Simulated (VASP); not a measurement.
# Ir4Rh (I4/m) in VASP: single point with PBE

Aim: the single point of Ir4Rh with PBE.

Everything below comes from runs of VASP 6.6.1. Logs are shortened: lines on timing, memory, paths and dates and some standing lists are left out, and cuts for length are marked.

### Step 1. The cell of the first run

The structure is tetragonal, space group I4/m (No. 87). The conventional cell has a = 6.105 Å, b = 6.105 Å, c = 3.861 Å, α = 90.00°, β = 90.00°, γ = 90.00°. Ir (site symmetry m) has 9 Ir at 2.72 to 2.74 Å and 3 Rh at 2.73 to 2.74 Å within 3.6 Å. Within 3.6 Å of Rh (site symmetry 4/m) lie 12 Ir at 2.73 to 2.74 Å.

### Step 2. Single point, PBE

INCAR

```
SYSTEM = Ir4Rh
ALGO = Fast ; EDIFF = 1E-7
ENCUT = 520 ; GGA = PE
ISIF = 2 ; ISMEAR = 0
LASPH = .True. ; LCHARG = .False.
LREAL = .False. ; LWAVE = .False.
NBANDS = 34 ; NELM = 60
PREC = Accurate ; SIGMA = 0.1
```

KPOINTS

```
k-points
0
Gamma
  12 12 12
  0 0 0
```

POSCAR

```
Ir4Rh
1.0
   -3.0527114691      3.0527114691      1.9302577412
    3.0527114691     -3.0527114691      1.9302577412
    3.0527114691      3.0527114691     -1.9302577412
Ir Rh
4 1
Direct
    0.4009890641      0.8002102386      0.2011993027
    0.5990109359      0.1997897614      0.7988006973
    0.1997897614      0.4009890641      0.6007788255
    0.8002102386      0.5990109359      0.3992211745
    0.0000000000      0.0000000000      0.0000000000
```

Potentials or basis: VASP PAW PBE potentials, release 64 (Ir, Rh_pv).

On the command line:

```bash
> cat potpaw_PBE.64/Ir/POTCAR potpaw_PBE.64/Rh_pv/POTCAR > POTCAR
> mpirun -np 1 vasp_std > vasp.out
```

OUTCAR:

```text
SYSTEM = Ir4Rh
   EDIFF = 1E-7
   ENCUT = 520
   GGA = PE
   ISIF = 2
   ISMEAR = 0
   LASPH = .True.
   LREAL = .False.
   NELM = 60
   PREC = Accurate

 ion  position               nearest neighbor table
   1  0.401  0.800  0.201-   2 2.72   4 2.73   3 2.73   4 2.73   3 2.73   3 2.73   4 2.73   5 2.73
                             5 2.73   5 2.74   2 2.74   2 2.74
   2  0.599  0.200  0.799-   1 2.72   3 2.73   4 2.73   3 2.73   4 2.73   4 2.73   3 2.73   5 2.73
                             5 2.73   5 2.74   1 2.74   1 2.74
   3  0.200  0.401  0.601-   4 2.72   2 2.73   1 2.73   2 2.73   1 2.73   1 2.73   2 2.73   5 2.73
                             5 2.73   5 2.74   4 2.74   4 2.74
   4  0.800  0.599  0.399-   3 2.72   1 2.73   2 2.73   1 2.73   2 2.73   2 2.73   1 2.73   5 2.73
                             5 2.73   5 2.74   3 2.74   3 2.74
   5  0.000  0.000  0.000-   2 2.73   1 2.73   1 2.73   3 2.73   4 2.73   2 2.73   4 2.73   3 2.73
                             2 2.74   1 2.74   4 2.74   3 2.74

  LATTYP: Found a body centered tetragonal cell.
 ALAT       =     6.1054229382
 C/A-ratio  =     0.6323092637

  Lattice vectors:

 A1 = (  -3.0527114691,   3.0527114691,   1.9302577412)
 A2 = (   3.0527114691,  -3.0527114691,   1.9302577412)
 A3 = (   3.0527114691,   3.0527114691,  -1.9302577412)

Analysis of symmetry for initial positions (statically):
=====================================================================
 Subroutine PRICEL returns:
 Original cell was already a primitive cell.

 Routine SETGRP: Setting up the symmetry group for a
 body centered tetragonal supercell.

 Subroutine GETGRP returns: Found  8 space group operations
 (whereof  8 operations were pure point group operations)
 out of a pool of 16 trial point group operations.

The static configuration has the point symmetry C_4h.

Analysis of symmetry for dynamics (positions and initial velocities):
=====================================================================
 Subroutine PRICEL returns:
 Original cell was already a primitive cell.

 Routine SETGRP: Setting up the symmetry group for a
 body centered tetragonal supercell.

 Subroutine GETGRP returns: Found  8 space group operations
 (whereof  8 operations were pure point group operations)
 out of a pool of 16 trial point group operations.

The dynamic configuration has the point symmetry C_4h.

 Subroutine INISYM returns: Found  8 space group operations
 (whereof  8 operations are pure point group operations),
 and found     1 'primitive' translations

----------------------------------------------------------------------------------------

                                     Primitive cell

  volume of cell :      71.9527

  direct lattice vectors                    reciprocal lattice vectors
    -3.052711469  3.052711469  1.930257741     0.000000000  0.163788817  0.259032765
     3.052711469 -3.052711469  1.930257741     0.163788817  0.000000000  0.259032765
     3.052711469  3.052711469 -1.930257741     0.163788817  0.163788817  0.000000000

  length of vectors
     4.729058001  4.729058001  4.729058001     0.306471450  0.306471450  0.231632366

  position of ions in fractional coordinates (direct lattice)
     0.400989064  0.800210239  0.201199303
     0.599010936  0.199789761  0.798800697
     0.199789761  0.400989064  0.600778826
     0.800210239  0.599010936  0.399221174
     0.000000000  0.000000000  0.000000000

  ion indices of the primitive-cell ions
   primitive index   ion index
                 1           1
                 2           2
                 3           3
                 4           4
                 5           5

----------------------------------------------------------------------------------------

 KPOINTS: k-points

Automatic generation of k-mesh.
 Grid dimensions read from file:
 generate k-points for:   12   12   12

 Generating k-lattice:

  Cartesian coordinates                     Fractional coordinates (reciprocal lattice)
     0.000000000  0.013649068  0.021586064     0.083333333  0.000000000  0.000000000
     0.013649068  0.000000000  0.021586064     0.000000000  0.083333333  0.000000000
     0.013649068  0.013649068  0.000000000     0.000000000  0.000000000  0.083333333

  Length of vectors
     0.025539288  0.025539288  0.019302697

  Shift w.r.t. Gamma in fractional coordinates (k-lattice)
     0.000000000  0.000000000  0.000000000

 Subroutine IBZKPT returns following result:
 ===========================================

 Found    242 irreducible k-points:

 Following reciprocal coordinates:
            Coordinates               Weight
  0.000000  0.000000  0.000000      1.000000
  0.083333 -0.000000  0.000000      8.000000
  0.166667  0.000000  0.000000      8.000000
  0.250000  0.000000  0.000000      8.000000
  0.333333  0.000000 -0.000000      8.000000
  0.416667 -0.000000  0.000000      8.000000
[... 16 lines left out ...]
 -0.250000  0.083333 -0.000000      8.000000
 -0.083333  0.250000  0.000000      8.000000
 [... further k-points ...]
   k-points           NKPTS =    242   k-points in BZ     NKDIM =    242   number of bands    NBANDS=     34
   number of dos      NEDOS =    301   number of ions     NIONS =      5
   total plane-waves  NPLWV =  46656
   dimension x,y,z NGX =    36 NGY =   36 NGZ =   36
   dimension x,y,z NGXF=    72 NGYF=   72 NGZF=   72
   ions per type =               4   1
   NGX,Y,Z   is equivalent  to a cutoff of  12.66, 12.66, 12.66 a.u.
   NGXF,Y,Z  is equivalent  to a cutoff of  25.31, 25.31, 25.31 a.u.
 SYSTEM =  Ir4Rh
   PREC   = accura    normal or accurate (medium, high low for compatibility)
   ISTART =      0    job   : 0-new  1-cont  2-samecut
   ICHARG =      2    charge: 1-file 2-atom 10-const
   ISPIN  =      1    spin polarized calculation?
   LNONCOLLINEAR =      F non collinear calculations
   LSORBIT =      F    spin-orbit coupling
   LASPH  =      T    aspherical Exc in radial PAW
   ENCUT  =  520.0 eV  38.22 Ry    6.18 a.u.   8.79  8.79  8.79*2*pi/ulx,y,z
   NELM   =     60;   NELMIN=  2; NELMDL= -5     # of ELM steps
   EDIFF  = 0.1E-06   stopping-criterion for ELM
   LREAL  =      F    real-space projection
   EDIFFG = 0.1E-05   stopping-criterion for IOM
   NSW    =      0    number of steps for IOM
   IBRION =     -1    ionic relax: 0-MD 1-quasi-New 2-CG
   NFREE  =      0    steps in history (QN), initial steepest desc. (CG)
   ISIF   =      2    stress and relaxation
   ISYM   =      2    0-nonsym 1-usesym 2-fastsym
   POTIM  = 0.5000    time-step for ionic-motion
   TEBEG  =    0.0;   TEEND  =   0.0 temperature during run
   PSTRESS=    0.0 pullay stress
   NELECT =      51.0000    total number of electrons
   NUPDOWN=      -1.0000    fix difference up-down
   EMIN   =  10.00;   EMAX   =-10.00  energy-range for DOS
   EFERMI =   0.00;   METHOD = LEGACY
   ISMEAR =     0;   SIGMA  =   0.10  broadening in eV -4-tet -1-fermi 0-gaus
   EFERMI_NEDOS =   21; number of points for ismear=-14 and -15
   IALGO  =     68    algorithm
   IMIX   =      4    mixing-type and parameters
     AMIX     =   0.40;   BMIX     =  1.00
     AMIX_MAG =   1.60;   BMIX_MAG =  1.00
  volume/ion in A,a.u.               =      14.39        97.11
  Fermi-wavevector in a.u.,A,eV,Ry     =   1.459652  2.758342 28.988349  2.130584
  Thomas-Fermi vector in A             =   2.576194
   LORBIT       =      0    0 simple, 1 ext, 2 COOP (PROOUT), +10 PAW based schemes
   GGA     = PE    functional components
   LHFCALC =     F    Hartree Fock is set to
   AEXX    =    0.0000 exact exchange contribution
   IVDW    =     0    specifies the selected vdW correction
   LEPSILON=     F    determine dielectric tensor
   LRPA    =     F    only Hartree local field effects (RPA)
 non-spin polarized calculation
 RMM-DIIS sequential band-by-band and
 Gauss-broadening in eV      SIGMA  =   0.10
  energy-cutoff  :      520.00
  volume of cell :       71.95
 maximum number of plane-waves:      1956
   NGX = 17   NGY = 17   NGZ = 17

 number of electron      51.0000001 magnetization

 Free energy of the ion-electron system (eV)
  ---------------------------------------------------
  ext. energy  EPLUGINS =         0.00000000
  ---------------------------------------------------
  free energy    TOTEN  =       -42.75568937 eV

  energy without entropy =      -42.73074097  energy(sigma->0) =      -42.74321517

 E-fermi :  10.2641     XC(G=0): -13.8623

 val. band max:       10.2633937899   @ k =  -0.0833   0.4167   0.0000
 cond. band min:      10.2644679761   @ k =   0.4167   0.1667   0.0833
 fundamental gap:      0.0010741862
 Fermi energy:        10.2641363933

 k-point     1 :       0.0000    0.0000    0.0000
  band No.  band energies     occupation
      1     -36.6002      2.00000
      2     -36.6002      2.00000
      3     -36.5955      2.00000
      4      -0.0463      2.00000
      5       4.4742      2.00000
      6       4.4742      2.00000
[... 26 lines left out ...]
     33      15.7767      0.00000
     34      20.4819      0.00000

 k-point     2 :       0.0833   -0.0000    0.0000
  band No.  band energies     occupation
      1     -36.6002      2.00000
      2     -36.6002      2.00000
      3     -36.5958      2.00000
      4       0.0911      2.00000
      5       4.3036      2.00000
      6       4.3619      2.00000
[... 26 lines left out ...]
     33      16.3858      0.00000
     34      18.9912      0.00000

 k-point     3 :       0.1667    0.0000    0.0000
  band No.  band energies     occupation
      1     -36.6003      2.00000
      2     -36.6002      2.00000
      3     -36.5966      2.00000
      4       0.4903      2.00000
      5       3.9991      2.00000
      6       4.2233      2.00000
[... 26 lines left out ...]
     33      17.0712      0.00000
     34      17.4440      0.00000
[... 704 lines left out ...]
 k-point    23 :      -0.2500    0.0833   -0.0000
  band No.  band energies     occupation
      1     -36.6006      2.00000
      2     -36.6002      2.00000
      3     -36.5965      2.00000
      4       0.7033      2.00000
      5       3.8524      2.00000
      6       3.9531      2.00000
[... 26 lines left out ...]
     33      16.9862      0.00000
     34      17.6802      0.00000

 k-point    24 :      -0.0833    0.2500    0.0000
  band No.  band energies     occupation
      1     -36.6006      2.00000
      2     -36.6001      2.00000
      3     -36.5965      2.00000
      4       0.7083      2.00000
      5       3.7567      2.00000
      6       4.0928      2.00000
[... 26 lines left out ...]
     33      16.7285      0.00000
     34      17.3727      0.00000

 [... further k-points ...]

------------------------ aborting loop because EDIFF is reached ----------------------------------------

  FORCE on cell =-STRESS in cart. coord.  units (eV):
  Direction    XX          YY          ZZ          XY          YZ          ZX
  --------------------------------------------------------------------------------------
  -------------------------------------------------------------------------------------
  Total        0.1662341      0.1662341      0.1592750      0.0000000     -0.0000000      0.0000000
  in kB        3.7015533      3.7015533      3.5465922      0.0000004     -0.0000000      0.0000000
  external PRESSURE =       3.6498996 kB  Pullay stress =       0.0000000 kB

 VOLUME and BASIS-vectors are now :
 -----------------------------------------------------------------------------
  energy-cutoff  :      520.00
  volume of cell :       71.95
      direct lattice vectors                 reciprocal lattice vectors
    -3.052711469  3.052711469  1.930257741     0.000000000  0.163788817  0.259032765
     3.052711469 -3.052711469  1.930257741     0.163788817  0.000000000  0.259032765
     3.052711469  3.052711469 -1.930257741     0.163788817  0.163788817  0.000000000

 POSITION                                       TOTAL-FORCE (eV/Angst)
 -----------------------------------------------------------------------------------
      1.83291     -0.60450      1.93026        -0.010838     -0.008323     -0.000000
      1.21980      3.65722     -0.00000         0.010838      0.008323      0.000000
      2.44821      1.21980      0.00000        -0.008323      0.010838      0.000000
      0.60450      1.83291      1.93026         0.008323     -0.010838     -0.000000
      0.00000      0.00000      0.00000         0.000000      0.000000      0.000000
 -----------------------------------------------------------------------------------
    total drift:                               -0.000000     -0.000000      0.000000

  FREE ENERGIE OF THE ION-ELECTRON SYSTEM (eV)
  ---------------------------------------------------
  free  energy   TOTEN  =       -42.7556893692 eV

  energy  without entropy=      -42.7307409651  energy(sigma->0) =      -42.74321517
```

It took 12 min on 1 thread of Intel Xeon Platinum 8488C (Sapphire Rapids), shared host; peak memory 0.6 GiB.

Results:

```yaml
Free_energy: -42.7557 eV
Pressure: 0.4 GPa
Largest_force: 0.014 eV/Å
Band_gap_on_the_k_mesh: zero (an odd number of electrons rules out a gap without spin polarisation)
```

Forces in eV/Å, atoms in the order of the input:
```
Ir  -0.011 -0.008  0.000
Ir   0.011  0.008  0.000
Ir  -0.008  0.011  0.000
Ir   0.008 -0.011  0.000
Rh   0.000  0.000  0.000
```

Caveat: spin-orbit coupling is left out, which moves the levels of the heavy elements.
